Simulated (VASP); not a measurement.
# CuF (P4/mmm) in VASP: a series of runs

CuF is run at these levels: PBE, PBE-based screened hybrid, r2SCAN0; tasks: single point.

All numbers are computed with VASP 6.6.1; they aren't measurements. Logs are shortened: lines on timing, memory, paths and dates and some standing lists are left out, and cuts for length are marked.

**1. The cell of the first run**

It takes space group P4/mmm (No. 123, tetragonal). The conventional cell has a = 2.471 Å, b = 2.471 Å, c = 3.417 Å, α = 90.00°, β = 90.00°, γ = 90.00°. Within 3.2 Å of Cu (site symmetry 4/mmm) lie 8 F at 2.44 Å and 4 Cu at 2.47 Å. Within 3.2 Å of F (site symmetry 4/mmm) lie 8 Cu at 2.44 Å and 4 F at 2.47 Å.

**2. Single point, PBE**

INCAR

```
SYSTEM = CuF
ALGO     = Normal         ! electronic algorithm
EDIFF    = 1E-7           ! SCF threshold, eV
ENCUT    = 520            ! plane-wave cutoff, eV
GGA      = PE             ! functional
ISIF     = 2              ! what is computed and relaxed
ISMEAR   = 1              ! smearing method
LASPH    = .TRUE.         ! aspherical terms in the spheres
LCHARG   = .FALSE.        ! write CHGCAR
LREAL    = .FALSE.        ! projectors in reciprocal space
LWAVE    = .FALSE.        ! write WAVECAR
NBANDS   = 16             ! bands
NELM     = 100            ! most SCF steps
PREC     = Accurate       ! precision mode
SIGMA    = 0.05           ! smearing width, eV
```

KPOINTS

```
k-points
0
G
  9 9 7
  0 0 0
```

POSCAR

```
CuF
1.0
    2.4710065500      0.0000000000      0.0000000000
    0.0000000000      2.4710065500      0.0000000000
    0.0000000000      0.0000000000      3.4165013900
Cu F
1 1
Direct
    0.0000000000      0.0000000000      0.0000000000
    0.5000000000      0.5000000000      0.5000000000
```

Potentials or basis: VASP PAW PBE potentials, release 64 (Cu, F).

The run is started by

```sh
> cat potpaw_PBE.64/Cu/POTCAR potpaw_PBE.64/F/POTCAR > POTCAR
> mpirun -np 1 vasp_std > vasp.out
```

OUTCAR:

```text
SYSTEM = CuF
   EDIFF = 1E-7
   ENCUT = 520
   GGA = PE
   ISIF = 2
   ISMEAR = 1
   LASPH = .TRUE.
   LREAL = .FALSE.
   NELM = 100
   PREC = Accurate

 ion  position               nearest neighbor table
   1  0.000  0.000  0.000-
   2  0.500  0.500  0.500-

  LATTYP: Found a simple tetragonal cell.
 ALAT       =     2.4710065500
 C/A-ratio  =     1.3826355054

  Lattice vectors:

 A1 = (   2.4710065500,   0.0000000000,   0.0000000000)
 A2 = (   0.0000000000,   2.4710065500,   0.0000000000)
 A3 = (   0.0000000000,   0.0000000000,   3.4165013900)

Analysis of symmetry for initial positions (statically):
=====================================================================
 Subroutine PRICEL returns:
 Original cell was already a primitive cell.

 Routine SETGRP: Setting up the symmetry group for a
 simple tetragonal supercell.

 Subroutine GETGRP returns: Found 16 space group operations
 (whereof 16 operations were pure point group operations)
 out of a pool of 16 trial point group operations.

The static configuration has the point symmetry D_4h.

Analysis of symmetry for dynamics (positions and initial velocities):
=====================================================================
 Subroutine PRICEL returns:
 Original cell was already a primitive cell.

 Routine SETGRP: Setting up the symmetry group for a
 simple tetragonal supercell.

 Subroutine GETGRP returns: Found 16 space group operations
 (whereof 16 operations were pure point group operations)
 out of a pool of 16 trial point group operations.

The dynamic configuration has the point symmetry D_4h.

 Subroutine INISYM returns: Found 16 space group operations
 (whereof 16 operations are pure point group operations),
 and found     1 'primitive' translations

----------------------------------------------------------------------------------------

                                     Primitive cell

  volume of cell :      20.8607

  direct lattice vectors                    reciprocal lattice vectors
     2.471006550  0.000000000  0.000000000     0.404693383  0.000000000  0.000000000
     0.000000000  2.471006550  0.000000000     0.000000000  0.404693383  0.000000000
     0.000000000  0.000000000  3.416501390     0.000000000  0.000000000  0.292697086

  length of vectors
     2.471006550  2.471006550  3.416501390     0.404693383  0.404693383  0.292697086

  position of ions in fractional coordinates (direct lattice)
     0.000000000  0.000000000  0.000000000
     0.500000000  0.500000000  0.500000000

  ion indices of the primitive-cell ions
   primitive index   ion index
                 1           1
                 2           2

----------------------------------------------------------------------------------------

 KPOINTS: k-points

Automatic generation of k-mesh.
 Grid dimensions read from file:
 generate k-points for:    9    9    7

 Generating k-lattice:

  Cartesian coordinates                     Fractional coordinates (reciprocal lattice)
     0.044965931  0.000000000  0.000000000     0.111111111  0.000000000  0.000000000
     0.000000000  0.044965931  0.000000000     0.000000000  0.111111111  0.000000000
     0.000000000  0.000000000  0.041813869     0.000000000  0.000000000  0.142857143

  Length of vectors
     0.044965931  0.044965931  0.041813869

  Shift w.r.t. Gamma in fractional coordinates (k-lattice)
     0.000000000  0.000000000  0.000000000

 Subroutine IBZKPT returns following result:
 ===========================================

 Found     60 irreducible k-points:

 Following reciprocal coordinates:
            Coordinates               Weight
  0.000000  0.000000  0.000000      1.000000
  0.111111  0.000000  0.000000      4.000000
  0.222222  0.000000  0.000000      4.000000
  0.333333  0.000000  0.000000      4.000000
  0.444444  0.000000  0.000000      4.000000
  0.111111  0.111111  0.000000      4.000000
[... 16 lines left out ...]
  0.333333  0.111111  0.142857     16.000000
  0.444444  0.111111  0.142857     16.000000
 [... further k-points ...]
   k-points           NKPTS =     60   k-points in BZ     NKDIM =     60   number of bands    NBANDS=     16
   number of dos      NEDOS =    301   number of ions     NIONS =      2
   total plane-waves  NPLWV =   9072
   dimension x,y,z NGX =    18 NGY =   18 NGZ =   28
   dimension x,y,z NGXF=    36 NGYF=   36 NGZF=   56
   ions per type =               1   1
   NGX,Y,Z   is equivalent  to a cutoff of  12.11, 12.11, 13.62 a.u.
   NGXF,Y,Z  is equivalent  to a cutoff of  24.22, 24.22, 27.25 a.u.
 SYSTEM =  CuF
   PREC   = accura    normal or accurate (medium, high low for compatibility)
   ISTART =      0    job   : 0-new  1-cont  2-samecut
   ICHARG =      2    charge: 1-file 2-atom 10-const
   ISPIN  =      1    spin polarized calculation?
   LNONCOLLINEAR =      F non collinear calculations
   LSORBIT =      F    spin-orbit coupling
   LASPH  =      T    aspherical Exc in radial PAW
   ENCUT  =  520.0 eV  38.22 Ry    6.18 a.u.   4.59  4.59  6.35*2*pi/ulx,y,z
   NELM   =    100;   NELMIN=  2; NELMDL= -5     # of ELM steps
   EDIFF  = 0.1E-06   stopping-criterion for ELM
   LREAL  =      F    real-space projection
   EDIFFG = 0.1E-05   stopping-criterion for IOM
   NSW    =      0    number of steps for IOM
   IBRION =     -1    ionic relax: 0-MD 1-quasi-New 2-CG
   NFREE  =      0    steps in history (QN), initial steepest desc. (CG)
   ISIF   =      2    stress and relaxation
   ISYM   =      2    0-nonsym 1-usesym 2-fastsym
   POTIM  = 0.5000    time-step for ionic-motion
   TEBEG  =    0.0;   TEEND  =   0.0 temperature during run
   PSTRESS=    0.0 pullay stress
   NELECT =      18.0000    total number of electrons
   NUPDOWN=      -1.0000    fix difference up-down
   EMIN   =  10.00;   EMAX   =-10.00  energy-range for DOS
   EFERMI =   0.00;   METHOD = LEGACY
   ISMEAR =     1;   SIGMA  =   0.05  broadening in eV -4-tet -1-fermi 0-gaus
   EFERMI_NEDOS =   21; number of points for ismear=-14 and -15
   IALGO  =     38    algorithm
   IMIX   =      4    mixing-type and parameters
     AMIX     =   0.40;   BMIX     =  1.00
     AMIX_MAG =   1.60;   BMIX_MAG =  1.00
  volume/ion in A,a.u.               =      10.43        70.39
  Fermi-wavevector in a.u.,A,eV,Ry     =   1.558556  2.945245 33.049887  2.429098
  Thomas-Fermi vector in A             =   2.662044
   LORBIT       =      0    0 simple, 1 ext, 2 COOP (PROOUT), +10 PAW based schemes
   GGA     = PE    functional components
   LHFCALC =     F    Hartree Fock is set to
   AEXX    =    0.0000 exact exchange contribution
   IVDW    =     0    specifies the selected vdW correction
   LEPSILON=     F    determine dielectric tensor
   LRPA    =     F    only Hartree local field effects (RPA)
 non-spin polarized calculation
 Methfessel and Paxton  Order N= 1 SIGMA  =   0.05
  energy-cutoff  :      520.00
  volume of cell :       20.86
 maximum number of plane-waves:       584
   NGX =  9   NGY =  9   NGZ = 13

 number of electron      17.9999968 magnetization

 Free energy of the ion-electron system (eV)
  ---------------------------------------------------
  ext. energy  EPLUGINS =         0.00000000
  ---------------------------------------------------
  free energy    TOTEN  =        -6.75747034 eV

  energy without entropy =       -6.75705815  energy(sigma->0) =       -6.75733294

 E-fermi :   4.3966     XC(G=0): -11.7825

 val. band max:        4.3916061287   @ k =   0.4444   0.4444   0.0000
 cond. band min:       4.4902427178   @ k =   0.1111   0.1111   0.0000
 fundamental gap:      0.0986365890
 Fermi energy:         4.3966214474

 k-point     1 :       0.0000    0.0000    0.0000
  band No.  band energies     occupation
      1     -18.9075      2.00000
      2      -0.7174      2.00000
      3       0.7385      2.00000
      4       1.7773      2.00000
      5       1.7773      2.00000
      6       1.7945      2.00000
[... 8 lines left out ...]
     15      24.9047      0.00000
     16      33.2938      0.00000

 k-point     2 :       0.1111    0.0000    0.0000
  band No.  band energies     occupation
      1     -18.8297      2.00000
      2      -0.6968      2.00000
      3       0.5750      2.00000
      4       1.4167      2.00000
      5       1.7914      2.00000
      6       1.9938      2.00000
[... 8 lines left out ...]
     15      26.7423      0.00000
     16      30.8577      0.00000

 k-point     3 :       0.2222    0.0000    0.0000
  band No.  band energies     occupation
      1     -18.6254      2.00000
      2      -0.6514      2.00000
      3      -0.5295      2.00000
      4       1.8053      2.00000
      5       1.8199      2.00000
      6       2.4666      2.00000
[... 8 lines left out ...]
     15      27.9411      0.00000
     16      28.3945      0.00000

 k-point     4 :       0.3333    0.0000    0.0000
  band No.  band energies     occupation
      1     -18.3798      2.00000
      2      -1.6422      2.00000
      3      -0.6120      2.00000
      4       1.8377      2.00000
      5       2.0540      2.00000
      6       3.4698      2.00000
[... 8 lines left out ...]
     15      26.9900      0.00000
     16      27.0685      0.00000
[... 324 lines left out ...]
 k-point    22 :       0.2222    0.1111    0.1429
  band No.  band energies     occupation
      1     -18.5366      2.00000
      2      -1.1766      2.00000
      3      -0.1476      2.00000
      4       1.2689      2.00000
      5       2.1668      2.00000
      6       2.6687      2.00000
[... 8 lines left out ...]
     15      26.6359      0.00000
     16      30.5084      0.00000

 k-point    23 :       0.3333    0.1111    0.1429
  band No.  band energies     occupation
      1     -18.3016      2.00000
      2      -1.4543      2.00000
      3      -0.6815      2.00000
      4       1.4289      2.00000
      5       2.2794      2.00000
      6       3.2006      2.00000
[... 8 lines left out ...]
     15      26.7323      0.00000
     16      28.0067      0.00000

 k-point    24 :       0.4444    0.1111    0.1429
  band No.  band energies     occupation
      1     -18.1399      2.00000
      2      -2.0320      2.00000
      3      -0.5925      2.00000
      4       1.5327      2.00000
      5       2.3567      2.00000
      6       3.1637      2.00000
[... 8 lines left out ...]
     15      26.0720      0.00000
     16      28.0343      0.00000

 [... further k-points ...]

------------------------ aborting loop because EDIFF is reached ----------------------------------------

  FORCE on cell =-STRESS in cart. coord.  units (eV):
  Direction    XX          YY          ZZ          XY          YZ          ZX
  --------------------------------------------------------------------------------------
  -------------------------------------------------------------------------------------
  Total        1.5606318      1.5606318     -1.4557886      0.0000000      0.0000000     -0.0000000
  in kB      119.8620331    119.8620331   -111.8097070      0.0000000      0.0000000     -0.0000000
  external PRESSURE =      42.6381197 kB  Pullay stress =       0.0000000 kB

 VOLUME and BASIS-vectors are now :
 -----------------------------------------------------------------------------
  energy-cutoff  :      520.00
  volume of cell :       20.86
      direct lattice vectors                 reciprocal lattice vectors
     2.471006550  0.000000000  0.000000000     0.404693383  0.000000000  0.000000000
     0.000000000  2.471006550  0.000000000     0.000000000  0.404693383  0.000000000
     0.000000000  0.000000000  3.416501390     0.000000000  0.000000000  0.292697086

 POSITION                                       TOTAL-FORCE (eV/Angst)
 -----------------------------------------------------------------------------------
      0.00000      0.00000      0.00000         0.000000      0.000000      0.000000
      1.23550      1.23550      1.70825         0.000000      0.000000      0.000000
 -----------------------------------------------------------------------------------
    total drift:                                0.000000     -0.000000     -0.000000

  FREE ENERGIE OF THE ION-ELECTRON SYSTEM (eV)
  ---------------------------------------------------
  free  energy   TOTEN  =        -6.7574703435 eV

  energy  without entropy=       -6.7570581451  energy(sigma->0) =       -6.75733294
```

It took 40 s on 1 thread of Intel Xeon 8259CL, shared host; peak memory 0.14 GiB.

What came out:

| Property | Result |
| --- | --- |
| Free energy | -6.7575 eV |
| Pressure | 4.3 GPa |
| Band gap on the k mesh | zero (band 9 reaches 4.39 eV, above the bottom of band 10 at 4.02 eV) |

Caveat: semilocal functionals often make such compounds metallic where correlation or magnetic order opens a gap, which also shifts bond lengths.

[end of part 1 of 2]
